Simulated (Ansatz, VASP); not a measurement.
# Two plane-wave programs on KCl

File POSCAR:

```
KCl
1.0
    0.0000000000      3.4085880000      3.0298560000
    3.4085880000      0.0000000000      3.0298560000
    3.4085880000      3.4085880000      0.0000000000
K Cl
1 1
Direct
    0.0000000000      0.0000000000      0.0000000000
    0.5000000000      0.5000000000      0.5000000000
```

Contents of INCAR.step1:

```
PREC = Accurate
ENCUT = 550
ISMEAR = 0
SIGMA = 0.05
LREAL = False
LASPH = True
NELM = 120
NBANDS = 15
GGA = PE
ALGO = Normal
EDIFF = 1E-5
LWAVE = True
LCHARG = False
GGA_COMPAT = False
```

File INCAR.step2:

```
PREC = Accurate
ENCUT = 550
EDIFF = 1E-6
ISMEAR = 0
SIGMA = 0.05
LREAL = False
LASPH = True
NELM = 120
ALGO = Normal
ISIF = 2
LWAVE = False
LCHARG = True
METAGGA = R2SCAN
LMIXTAU = True
LELF = True
LVHAR = True
NBANDS = 15
ISTART = 1
GGA_COMPAT = False
```

Contents of KPOINTS:

```
regular mesh
0
Gamma
  6 6 6
```

Input for Ansatz:

```yaml
crystal:
  lattice:
    - [0.0, 3.408588, 3.029856]
    - [3.408588, 0.0, 3.029856]
    - [3.408588, 3.408588, 0.0]
  atoms:
    - { symbol: K, position: [0.0, 0.0, 0.0] }
    - { symbol: Cl, position: [0.5, 0.5, 0.5] }
basis:
  ecutwfc: 500
kpoints:
  mp_grid: { grid: [6, 6, 6] }
hamiltonian:
  xc: r2scan
scf:
  occupations: { method: gaussian, width: 0.05 }
output:
  forces: true
  stress: true
  eigenvalues: true
```

Change from the starting cell: strain +0.080 along x and y, -0.040 along z, atoms carried along.

Alike in both runs: task single point; functional r2SCAN; k mesh 6 × 6 × 6; occupations gaussian, width 0.05 eV; no spin polarisation.

|  | VASP | Ansatz |
| --- | --- | --- |
| version | VASP 6.6.1 | Ansatz 0.2.0 |
| potentials or method | VASP PAW PBE potentials, release 64 (K_sv, Cl), cutoff 550 eV | scalar-relativistic, plane waves, PAW |
| valence electrons in the cell | 16 | 16 |

```tsv
	VASP	Ansatz	Ansatz less VASP
gap on the k mesh at the Fermi level (eV)	5.36	5.36	-0.003
least direct gap on the mesh (eV)	5.36	5.36	-0.003
pressure (GPa)	-1.1	-1.1	+0.01
traceless stress, the component that is largest in VASP (GPa)	2.18	2.15	-0.030
```

VASP's potentials were made for PBE, not for r2SCAN.
